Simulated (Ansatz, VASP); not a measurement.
# Two plane-wave programs on InAs

```
CELL_PARAMETERS angstrom
0.00000 3.04698 3.13978
3.04698 0.00000 3.13978
3.04698 3.04698 0.00000
ATOMIC_POSITIONS crystal
In 0.00000 0.00000 0.00000
As 0.75000 0.75000 0.75000
```

Change from the starting cell: strain -0.015 along x and y, +0.015 along z, atoms carried along.

Alike in both runs: task single point; functional PBE; k mesh 16 × 16 × 16; occupations gaussian, width 0.15 eV; no spin polarisation.

```csv
,VASP,Ansatz
version,VASP 6.6.1,Ansatz 0.2.0
potentials or method,"VASP PAW PBE potentials, release 64 (In_d, As), cutoff 520 eV","scalar-relativistic, plane waves, PAW"
valence electrons in the cell,18,28
```

|  | VASP | Ansatz | Ansatz less VASP |
| --- | --- | --- | --- |
| gap on the k mesh at the Fermi level (eV) | none | none | - |
| pressure (GPa) | 0.8 | 0.7 | -0.05 |
| traceless stress, the component that is largest in VASP (GPa) | -0.70 | -0.70 | -0.002 |

A gap of «none» marks a metal or a gap that the smearing closes. VASP's potentials hold 18 valence electrons a cell and Ansatz's 28, so a difference there can come from the potentials and not from the codes.
